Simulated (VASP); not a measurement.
The system is MgH2.

```
Mg H
1.0
     2.24795   -2.30558    0.00000
     2.24795    2.30558    0.00000
     0.00000    0.00000    4.84709
Mg H
2 4
Direct
  0.09617 0.09617 0.00000
  0.90383 0.90383 0.50000
  0.40725 0.06415 0.66924
  0.59275 0.93585 0.16924
  0.93585 0.59275 0.83076
  0.06415 0.40725 0.33076
```

The cell was built from a structure type or drawn by symmetry, and may not be a known phase.

```yaml
Program: VASP 6.6.1
Task: relaxation of cell and atoms
Functional: PBE
Potentials_or_basis: VASP PAW PBE potentials, release 64 (Mg, H)
Cutoff: 600 eV
k_mesh: 6 × 6 × 4
Occupations: gaussian, width 0.1 eV
Spin: no spin polarisation
```

At the start: pressure 13.2 GPa; volume 8.37 Å³/atom.

Task: How do energy, volume and symmetry change on relaxing?

Result: Over 11 steps the energy falls by 106.1 meV/atom and the volume is 10.12 Å³/atom (+20.8 %); space group C222_1 (No. 20, to 0.1 Å) before and after.

The path:
```tsv
step	energy change (eV)	largest force (eV/Å)	pressure (GPa)	volume (Å³)
1	0.0000	0.7918	13.24	50.24
2	-0.4683	0.2879	4.27	55.40
3	-0.5646	0.2012	0.34	58.77
4	-0.5705	0.2267	-0.65	59.81
5	-0.5705	0.2316	-0.83	60.01
6	-0.5894	0.2011	-0.49	59.69
7	-0.6192	0.1072	0.77	58.69
8	-0.6201	0.0889	1.10	58.47
9	-0.6293	0.0696	0.49	59.41
10	-0.6344	0.0492	-0.33	60.84
11	-0.6366	0.0328	0.03	60.69
```

Final structure:
```
Mg H
1.0
     2.26892   -2.36320    0.00000
     2.26892    2.36320    0.00000
     0.00000    0.00000    5.65944
Mg H
2 4
Cartesian
  0.5149 0.0000 0.0000
  4.0230 0.0000 2.8297
  1.0385 -0.8755 3.6927
  3.4994 0.8755 0.8630
  3.4994 -0.8755 4.7965
  1.0385 0.8755 1.9667
```

Caveat: the volume moved by over 15 % at a fixed basis, so the end points are rough.
